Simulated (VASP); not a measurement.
Al: single point with PBE+D3(BJ)

Al:

```
Al
1.0
     2.75842    0.00000    0.00000
    -1.37921    2.38886    0.00000
     0.00000    0.00000    9.42773
Al
4
Direct
  0.00000 0.00000 0.00000
  0.33333 0.66667 0.25000
  0.00000 0.00000 0.50000
  0.66667 0.33333 0.75000
```

This isn't the form of Al at room conditions, which is fcc.

```
Program             : VASP 6.6.1
Task                : single point
Functional          : PBE
Dispersion          : D3(BJ)
Potentials or basis : VASP PAW PBE potentials, release 64 (Al)
Cutoff              : 520 eV
k mesh              : 18 × 18 × 6
Occupations         : gaussian, width 0.15 eV
Spin                : no spin polarisation
```

| Quantity | Value |
| --- | --- |
| Pressure | 2.0 GPa |
| Band gap on the k mesh | zero (bands 6 and 7 overlap by 4.87 eV) |
| Dispersion energy per atom | -0.358 eV |

Stress tensor (GPa, compression positive):
```
 3.36  0.00  0.00
 0.00  3.36  0.00
 0.00  0.00 -0.58
```

Levels at points of the mesh, in eV from the Fermi level:
```tsv
k point	band 4	band 5	band 6	band 7	band 8	band 9
(0.00, 0.00, 0.00)	-5.06	-5.02	2.72	2.73	11.84	11.89
(0.50, 0.00, 0.00)	-3.99	-3.25	-3.24	0.80	1.06	1.20
(0.00, 0.00, 0.50)	-7.85	-1.50	-1.50	7.53	7.53	12.16
(0.50, 0.00, 0.50)	-4.80	-1.93	-1.93	-1.24	-1.24	4.34
```

It took 50 s on 1 thread of AMD EPYC 9R45 96-Core Processor (Zen 5), with other jobs on the host, peak memory 0.22 GiB.
